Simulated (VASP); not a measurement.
# Li3SF (Pm-3m) in VASP: further runs

Runs on Li3SF. Level: PBE. Tasks: single point.

Everything below comes from runs of VASP 6.6.1. Logs are shortened: lines on timing, memory, paths and dates and some standing lists are left out, and cuts for length are marked.

**1. The cell of the first run**

The structure is cubic, space group Pm-3m (No. 221). Conventional cell: a = 4.405 Å, b = 4.405 Å, c = 4.405 Å, α = 90.00°, β = 90.00°, γ = 90.00°. Within 4.1 Å of F (site symmetry m-3m) lie 12 Li at 3.11 Å and 8 S at 3.81 Å. S (site symmetry m-3m) has 6 Li at 2.20 Å within 2.9 Å. Within 2.9 Å of Li (site symmetry 4/mmm) lie 2 S at 2.20 Å.

**2. Single point, PBE (volume changed by -6%)**

Input file INCAR:

```
  PREC = Accurate
  ENCUT = 520
  EDIFF = 1E-6
  ISMEAR = 0
  SIGMA = 0.01
  LREAL = False
  LASPH = True
  NELM = 60
  ALGO = Normal
  ISIF = 2
  LWAVE = False
  LCHARG = False
  GGA = PE
  NBANDS = 19
```

Input file KPOINTS:

```
Automatic mesh
0
Gamma
  6 6 6
```

Input file POSCAR:

```
Li3SF
1.0
    4.4047632354      0.0000000000      0.0000000000
    0.0000000000      4.4047632354      0.0000000000
    0.0000000000      0.0000000000      4.4047632354
F S Li
1 1 3
Direct
    0.0000000000      0.0000000000      0.0000000000
    0.5000000000      0.5000000000      0.5000000000
    0.5000000000      0.5000000000      0.0000000000
    0.5000000000      0.0000000000      0.5000000000
    0.0000000000      0.5000000000      0.5000000000
```

Potentials or basis: VASP PAW PBE potentials, release 64 (F, S, Li_sv).

Started as:

```sh
$ cat potpaw_PBE.64/F/POTCAR potpaw_PBE.64/S/POTCAR potpaw_PBE.64/Li_sv/POTCAR > POTCAR
$ mpirun -np 1 vasp_std > vasp.out
```

OUTCAR:

```text
PREC = Accurate
   ENCUT = 520
   EDIFF = 1E-6
   ISMEAR = 0
   LREAL = False
   LASPH = True
   NELM = 60
   ISIF = 2
   GGA = PE

 ion  position               nearest neighbor table
   1  0.000  0.000  0.000-
   2  0.500  0.500  0.500-   3 2.20   4 2.20   5 2.20   3 2.20   4 2.20   5 2.20
   3  0.500  0.500  0.000-   2 2.20   2 2.20
   4  0.500  0.000  0.500-   2 2.20   2 2.20
   5  0.000  0.500  0.500-   2 2.20   2 2.20

  LATTYP: Found a simple cubic cell.
 ALAT       =     4.4047632354

  Lattice vectors:

 A1 = (   4.4047632354,   0.0000000000,   0.0000000000)
 A2 = (   0.0000000000,   4.4047632354,   0.0000000000)
 A3 = (   0.0000000000,   0.0000000000,   4.4047632354)

Analysis of symmetry for initial positions (statically):
=====================================================================
 Subroutine PRICEL returns:
 Original cell was already a primitive cell.

 Routine SETGRP: Setting up the symmetry group for a
 simple cubic supercell.

 Subroutine GETGRP returns: Found 48 space group operations
 (whereof 48 operations were pure point group operations)
 out of a pool of 48 trial point group operations.

The static configuration has the point symmetry O_h .

Analysis of symmetry for dynamics (positions and initial velocities):
=====================================================================
 Subroutine PRICEL returns:
 Original cell was already a primitive cell.

 Routine SETGRP: Setting up the symmetry group for a
 simple cubic supercell.

 Subroutine GETGRP returns: Found 48 space group operations
 (whereof 48 operations were pure point group operations)
 out of a pool of 48 trial point group operations.

The dynamic configuration has the point symmetry O_h .

 Subroutine INISYM returns: Found 48 space group operations
 (whereof 48 operations are pure point group operations),
 and found     1 'primitive' translations

----------------------------------------------------------------------------------------

                                     Primitive cell

  volume of cell :      85.4609

  direct lattice vectors                    reciprocal lattice vectors
     4.404763235  0.000000000  0.000000000     0.227026958  0.000000000  0.000000000
     0.000000000  4.404763235  0.000000000     0.000000000  0.227026958  0.000000000
     0.000000000  0.000000000  4.404763235     0.000000000  0.000000000  0.227026958

  length of vectors
     4.404763235  4.404763235  4.404763235     0.227026958  0.227026958  0.227026958

  position of ions in fractional coordinates (direct lattice)
     0.000000000  0.000000000  0.000000000
     0.500000000  0.500000000  0.500000000
     0.500000000  0.500000000  0.000000000
     0.500000000  0.000000000  0.500000000
     0.000000000  0.500000000  0.500000000

  ion indices of the primitive-cell ions
   primitive index   ion index
                 1           1
                 2           2
                 3           3
                 4           4
                 5           5

----------------------------------------------------------------------------------------

 KPOINTS: Automatic mesh

Automatic generation of k-mesh.
 Grid dimensions read from file:
 generate k-points for:    6    6    6

 Generating k-lattice:

  Cartesian coordinates                     Fractional coordinates (reciprocal lattice)
     0.037837826  0.000000000  0.000000000     0.166666667  0.000000000  0.000000000
     0.000000000  0.037837826  0.000000000     0.000000000  0.166666667  0.000000000
     0.000000000  0.000000000  0.037837826     0.000000000  0.000000000  0.166666667

  Length of vectors
     0.037837826  0.037837826  0.037837826

  Shift w.r.t. Gamma in fractional coordinates (k-lattice)
     0.000000000  0.000000000  0.000000000

 Subroutine IBZKPT returns following result:
 ===========================================

 Found     20 irreducible k-points:

 Following reciprocal coordinates:
            Coordinates               Weight
  0.000000  0.000000  0.000000      1.000000
  0.166667  0.000000  0.000000      6.000000
[... 42 lines left out ...]
  free energy    TOTEN  =       -19.14400762 eV

  energy without entropy =      -19.14400762  energy(sigma->0) =      -19.14400762

 E-fermi :  -0.8870     XC(G=0):  -7.4661

 val. band max:       -1.0098013082   @ k =   0.5000   0.5000   0.0000
 cond. band min:       3.1514423827   @ k =   0.0000   0.0000   0.0000
 fundamental gap:      4.1612436909
 Fermi energy:        -0.8870227711

 k-point     1 :       0.0000    0.0000    0.0000
  band No.  band energies     occupation
      1     -44.9648      2.00000
      2     -44.9468      2.00000
      3     -44.9468      2.00000
      4     -19.8231      2.00000
      5     -11.3175      2.00000
      6      -2.4641      2.00000
[... 11 lines left out ...]
     18       9.9560      0.00000
     19       9.9560      0.00000

 k-point     2 :       0.1667    0.0000    0.0000
  band No.  band energies     occupation
      1     -44.9637      2.00000
      2     -44.9477      2.00000
      3     -44.9467      2.00000
      4     -19.8219      2.00000
      5     -11.3336      2.00000
      6      -2.4408      2.00000
[... 11 lines left out ...]
     18       9.7867      0.00000
     19       9.7867      0.00000

 k-point     3 :       0.3333    0.0000    0.0000
  band No.  band energies     occupation
      1     -44.9609      2.00000
      2     -44.9504      2.00000
      3     -44.9467      2.00000
      4     -19.8199      2.00000
      5     -11.3655      2.00000
      6      -2.3845      2.00000
[... 11 lines left out ...]
     18       9.5339      0.00000
     19       9.7116      0.00000

 k-point     4 :       0.5000    0.0000    0.0000
  band No.  band energies     occupation
      1     -44.9588      2.00000
      2     -44.9524      2.00000
      3     -44.9466      2.00000
      4     -19.8184      2.00000
      5     -11.3813      2.00000
      6      -2.3476      2.00000
[... 319 lines left out ...]
     18       9.6680      0.00000
     19      11.0485      0.00000

 k-point    19 :       0.5000    0.5000    0.3333
  band No.  band energies     occupation
      1     -44.9525      2.00000
      2     -44.9524      2.00000
      3     -44.9524      2.00000
      4     -19.8115      2.00000
      5     -11.4855      2.00000
      6      -2.1745      2.00000
[... 11 lines left out ...]
     18       9.9681      0.00000
     19      10.0054      0.00000

 k-point    20 :       0.5000    0.5000    0.5000
  band No.  band energies     occupation
      1     -44.9524      2.00000
      2     -44.9524      2.00000
      3     -44.9524      2.00000
      4     -19.8105      2.00000
      5     -11.5013      2.00000
      6      -1.8001      2.00000
[... 11 lines left out ...]
     18      10.4187      0.00000
     19      10.4187      0.00000

------------------------ aborting loop because EDIFF is reached ----------------------------------------

  FORCE on cell =-STRESS in cart. coord.  units (eV):
  Direction    XX          YY          ZZ          XY          YZ          ZX
  --------------------------------------------------------------------------------------
  -------------------------------------------------------------------------------------
  Total        1.0382870      1.0382870      1.0382870      0.0000000      0.0000000      0.0000000
  in kB       19.4652630     19.4652630     19.4652630      0.0000000      0.0000000      0.0000000
  external PRESSURE =      19.4652630 kB  Pullay stress =       0.0000000 kB

 VOLUME and BASIS-vectors are now :
 -----------------------------------------------------------------------------
  energy-cutoff  :      520.00
  volume of cell :       85.46
      direct lattice vectors                 reciprocal lattice vectors
     4.404763235  0.000000000  0.000000000     0.227026958  0.000000000  0.000000000
     0.000000000  4.404763235  0.000000000     0.000000000  0.227026958  0.000000000
     0.000000000  0.000000000  4.404763235     0.000000000  0.000000000  0.227026958

 POSITION                                       TOTAL-FORCE (eV/Angst)
 -----------------------------------------------------------------------------------
      0.00000      0.00000      0.00000         0.000000      0.000000      0.000000
      2.20238      2.20238      2.20238         0.000000      0.000000      0.000000
      2.20238      2.20238      0.00000         0.000000      0.000000      0.000000
      2.20238      0.00000      2.20238         0.000000      0.000000      0.000000
      0.00000      2.20238      2.20238         0.000000      0.000000      0.000000
 -----------------------------------------------------------------------------------
    total drift:                                0.000000      0.000000      0.000000

  FREE ENERGIE OF THE ION-ELECTRON SYSTEM (eV)
  ---------------------------------------------------
  free  energy   TOTEN  =       -19.1440076195 eV

  energy  without entropy=      -19.1440076195  energy(sigma->0) =      -19.14400762
```

It took 24 s on 1 thread of AMD EPYC 9R45 (Zen 5), shared host; peak memory 0.17 GiB.

What came out:

```yaml
Free_energy: -19.1440 eV
Band_gap_on_the_k_mesh: 4.16 eV, indirect (least direct gap 4.25 eV)
```

Levels at points of the mesh, in eV from the valence-band top:
```csv
k point,band 9,band 10,band 11,band 12,band 13,band 14
"(0.00, 0.00, 0.00)",-0.20,-0.20,-0.20,4.16,8.01,8.01
"(0.50, 0.00, 0.00)",-0.67,-0.45,-0.45,6.63,6.67,7.80
"(0.50, 0.50, 0.00)",-0.40,0.00,0.00,4.25,7.70,7.70
"(0.50, 0.50, 0.50)",-0.74,-0.74,-0.74,5.34,5.34,5.34
```

Caveat: the cell differs from its parent crystal (volume changed by -6%); the cutoff is under 1.25 times the usual one of these potentials, so pressure, stress and relaxed cells hold a basis-set (Pulay) error. A k mesh can miss the band edges.

**3. Single point, PBE (volume changed by -3%)**

Input file INCAR:

```
SYSTEM = Li3SF
ALGO     = Normal         ! electronic algorithm
EDIFF    = 1E-7           ! SCF threshold, eV
ENCUT    = 520            ! plane-wave cutoff, eV
GGA      = PE             ! functional
ISIF     = 2              ! what is computed and relaxed
ISMEAR   = 0              ! smearing method
LASPH    = .True.         ! aspherical terms in the spheres
LCHARG   = .True.         ! write CHGCAR
LELF     = .True.         ! ELF
LREAL    = .False.        ! projectors in reciprocal space
LVHAR    = .True.       
LWAVE    = .False.        ! write WAVECAR
NBANDS   = 19             ! bands
NELM     = 60             ! most SCF steps
PREC     = Accurate       ! precision mode
SIGMA    = 0.01           ! smearing width, eV
```

Input file KPOINTS:

```
k-points
0
Gamma
  6 6 6
  0 0 0
```

POSCAR, as its differences from that of step 2:

```diff
@@ -2,5 +2,5 @@
 1.0
-    4.4047632354      0.0000000000      0.0000000000
-    0.0000000000      4.4047632354      0.0000000000
-    0.0000000000      0.0000000000      4.4047632354
+    4.4511325717      0.0000000000      0.0000000000
+    0.0000000000      4.4511325717      0.0000000000
+    0.0000000000      0.0000000000      4.4511325717
 F S Li
```

Potentials or basis: VASP PAW PBE potentials, release 64 (F, S, Li_sv).

Started as:

```sh
$ cat potpaw_PBE.64/F/POTCAR potpaw_PBE.64/S/POTCAR potpaw_PBE.64/Li_sv/POTCAR > POTCAR
$ mpirun -np 1 vasp_std > vasp.out
```

Run time: 25 s. Hardware: 1 thread of AMD EPYC 9R45 (Zen 5), shared host; peak memory 0.18 GiB.

The run converged. Its results:

* Free energy: -19.1702 eV
* Band gap on the k mesh: 4.06 eV, indirect (least direct gap 4.24 eV)

Levels at points of the mesh, in eV from the valence-band top:
```tsv
k point	band 7	band 8	band 9	band 10	band 11	band 12	band 13	band 14	band 15	band 16
(0.00, 0.00, 0.00)	-1.41	-1.41	-0.18	-0.18	-0.18	4.06	7.89	7.89	10.18	10.18
(0.50, 0.00, 0.00)	-1.09	-1.09	-0.62	-0.40	-0.40	6.48	6.54	7.73	7.73	8.43
(0.50, 0.50, 0.00)	-1.51	-0.94	-0.36	0.00	0.00	4.25	7.64	7.64	8.10	8.10
(0.50, 0.50, 0.50)	-0.80	-0.80	-0.67	-0.67	-0.67	5.30	5.30	5.30	10.02	10.02
```

Caveat: the cell differs from its parent crystal (volume changed by -3%); the cutoff is under 1.25 times the usual one of these potentials, so pressure, stress and relaxed cells hold a basis-set (Pulay) error. A k mesh can miss the band edges.

**4. Single point, PBE**

This run uses another cell than the first one, of 18.00 Å³/atom, 1.053 times its volume.

Input file INCAR:

```
PREC     = Accurate       # precision mode
ENCUT    = 520            # plane-wave cutoff, eV
EDIFF    = 1E-6           # SCF threshold, eV
ISMEAR   = 0              # smearing method
SIGMA    = 0.01           # smearing width, eV
LREAL    = False          # projectors in reciprocal space
LASPH    = True           # aspherical terms in the spheres
NELM     = 80             # most SCF steps
ALGO     = Normal         # electronic algorithm
ISIF     = 2              # what is computed and relaxed
LWAVE    = False          # write WAVECAR
LCHARG   = True           # write CHGCAR
GGA      = PE             # functional
LELF     = True           # ELF
LVHAR    = True         
NBANDS   = 19             # bands
```

Input file KPOINTS:

```
Automatic mesh
0
Gamma
  6 6 6
```

POSCAR, as its differences from that of step 3:

```diff
@@ -2,5 +2,5 @@
 1.0
-    4.4511325717      0.0000000000      0.0000000000
-    0.0000000000      4.4511325717      0.0000000000
-    0.0000000000      0.0000000000      4.4511325717
+    4.4811012190      0.0000000000      0.0000000000
+    0.0000000000      4.4811012190      0.0000000000
+    0.0000000000      0.0000000000      4.4811012190
 F S Li
```

Started as:

```sh
$ cat potpaw_PBE.64/F/POTCAR potpaw_PBE.64/S/POTCAR potpaw_PBE.64/Li_sv/POTCAR > POTCAR
$ mpirun -np 1 vasp_std > vasp.out
```

It took 26 s on 1 thread of AMD EPYC 9R45 (Zen 5), shared host; peak memory 0.18 GiB.

Results (log left out):

```yaml
Free_energy: -19.1780 eV
Band_gap_on_the_k_mesh: 4.00 eV, indirect (least direct gap 4.16 eV)
```

Levels at points of the mesh, in eV from the valence-band top:
| k point | band 8 | band 9 | band 10 | band 11 | band 12 | band 13 | band 14 | band 15 |
| --- | --- | --- | --- | --- | --- | --- | --- | --- |
| (0.00, 0.00, 0.00) | -1.38 | -0.17 | -0.17 | -0.17 | 4.00 | 7.81 | 7.81 | 10.06 |
| (0.50, 0.00, 0.00) | -1.08 | -0.59 | -0.38 | -0.38 | 6.38 | 6.46 | 7.68 | 7.68 |
| (0.50, 0.50, 0.00) | -0.94 | -0.33 | 0.00 | 0.00 | 4.24 | 7.60 | 7.60 | 8.01 |
| (0.50, 0.50, 0.50) | -0.81 | -0.64 | -0.64 | -0.64 | 5.27 | 5.27 | 5.27 | 9.95 |

Caveat: the cutoff is under 1.25 times the usual one of these potentials, so pressure, stress and relaxed cells hold a basis-set (Pulay) error. Expect the measured gap to be larger: semilocal functionals such as PBE lack the derivative discontinuity.

**5. Single point, PBE**

This run uses another cell than the first one, of 18.18 Å³/atom, 1.064 times its volume.

Input file INCAR:

```
SYSTEM = Li3SF
  PREC = Accurate
  ENCUT = 520
  EDIFF = 1E-6
  ISMEAR = 0
  SIGMA = 0.01
  LREAL = .FALSE.
  LASPH = .TRUE.
  NELM = 80
  ALGO = Normal
  ISIF = 2
  LWAVE = .FALSE.
  LCHARG = .FALSE.
  GGA = PE
  NBANDS = 19
```

Input file KPOINTS:

```
regular mesh
0
G
  6 6 6
  0 0 0
```

POSCAR, as its differences from that of step 4:

```diff
@@ -2,5 +2,5 @@
 1.0
-    4.4811012190      0.0000000000      0.0000000000
-    0.0000000000      4.4811012190      0.0000000000
-    0.0000000000      0.0000000000      4.4811012190
+    4.4965554291      0.0000000000      0.0000000000
+    0.0000000000      4.4965554291      0.0000000000
+    0.0000000000      0.0000000000      4.4965554291
 F S Li
```

Started as:

```sh
$ cat potpaw_PBE.64/F/POTCAR potpaw_PBE.64/S/POTCAR potpaw_PBE.64/Li_sv/POTCAR > POTCAR
$ mpirun -np 1 vasp_std > vasp.out
```

Wall time 24 s (1 thread of AMD EPYC 9R45 (Zen 5), shared host); peak memory 0.17 GiB.

Results (log left out):

- Free energy: -19.1793 eV
- Band gap on the k mesh: 3.96 eV, indirect (least direct gap 4.12 eV)

Levels at points of the mesh, in eV from the valence-band top:
```csv
k point,band 7,band 8,band 9,band 10,band 11,band 12,band 13,band 14,band 15,band 16
"(0.00, 0.00, 0.00)",-1.37,-1.37,-0.16,-0.16,-0.16,3.96,7.77,7.77,10.00,10.00
"(0.50, 0.00, 0.00)",-1.07,-1.07,-0.57,-0.36,-0.36,6.32,6.42,7.65,7.65,8.35
"(0.50, 0.50, 0.00)",-1.46,-0.93,-0.32,0.00,0.00,4.24,7.58,7.58,7.96,7.96
"(0.50, 0.50, 0.50)",-0.81,-0.81,-0.62,-0.62,-0.62,5.26,5.26,5.26,9.91,9.91
```

Caveat: the cutoff is under 1.25 times the usual one of these potentials, so pressure, stress and relaxed cells hold a basis-set (Pulay) error.

**6. Single point, PBE (volume changed by +3%)**

Input file INCAR:

```
SYSTEM = Li3SF
PREC = Accurate ; ENCUT = 520
EDIFF = 1E-6 ; ISMEAR = 0
SIGMA = 0.01 ; LREAL = .False.
LASPH = .True. ; NELM = 100
ALGO = Normal ; ISIF = 2
LWAVE = .False. ; LCHARG = .True.
GGA = PE ; LELF = .True.
LVHAR = .True. ; NBANDS = 19
```

Input file KPOINTS:

```
regular mesh
0
Gamma
  6 6 6
  0 0 0
```

POSCAR, as its differences from that of step 5:

```diff
@@ -2,5 +2,5 @@
 1.0
-    4.4965554291      0.0000000000      0.0000000000
-    0.0000000000      4.4965554291      0.0000000000
-    0.0000000000      0.0000000000      4.4965554291
+    4.5410786754      0.0000000000      0.0000000000
+    0.0000000000      4.5410786754      0.0000000000
+    0.0000000000      0.0000000000      4.5410786754
 F S Li
```

Potentials or basis: VASP PAW PBE potentials, release 64 (F, S, Li_sv).

Started as:

```sh
$ cat potpaw_PBE.64/F/POTCAR potpaw_PBE.64/S/POTCAR potpaw_PBE.64/Li_sv/POTCAR > POTCAR
$ mpirun -np 1 vasp_std > vasp.out
```

It took 26 s on 1 thread of AMD EPYC 9R45 (Zen 5), shared host; peak memory 0.18 GiB.

It converged, with:

```yaml
Free_energy: -19.1734 eV
Band_gap_on_the_k_mesh: 3.87 eV, indirect (least direct gap 4.01 eV)
```

Levels at points of the mesh, in eV from the valence-band top:
```csv
k point,band 9,band 10,band 11,band 12,band 13,band 14
"(0.00, 0.00, 0.00)",-0.14,-0.14,-0.14,3.87,7.66,7.66
"(0.50, 0.00, 0.00)",-0.53,-0.33,-0.33,6.18,6.29,7.58
"(0.50, 0.50, 0.00)",-0.29,0.00,0.00,4.23,7.52,7.52
"(0.50, 0.50, 0.50)",-0.57,-0.57,-0.57,5.22,5.22,5.22
```

Caveat: the cell differs from its parent crystal (volume changed by +3%); the cutoff is under 1.25 times the usual one of these potentials, so pressure, stress and relaxed cells hold a basis-set (Pulay) error. A k mesh can miss the band edges.

**7. The runs side by side**

```csv
cell,gap on the mesh (eV)
"a = 4.405 Å, 5 atoms",4.16
"a = 4.451 Å, 5 atoms",4.06
"a = 4.481 Å, 5 atoms",4.00
"a = 4.497 Å, 5 atoms",3.96
"a = 4.541 Å, 5 atoms",3.87
```

Alike in all rows: task single point; level PBE; potentials or basis VASP PAW PBE potentials, release 64 (F, S, Li_sv); no spin polarisation; k mesh 6 × 6 × 6; cutoff (eV) 520; smearing gaussian 0.01 eV.

Caveats: the cutoff is under 1.25 times the usual one of these potentials, so pressure, stress and relaxed cells hold a basis-set (Pulay) error.

Absolute energies hang on the potentials; compare differences alone.
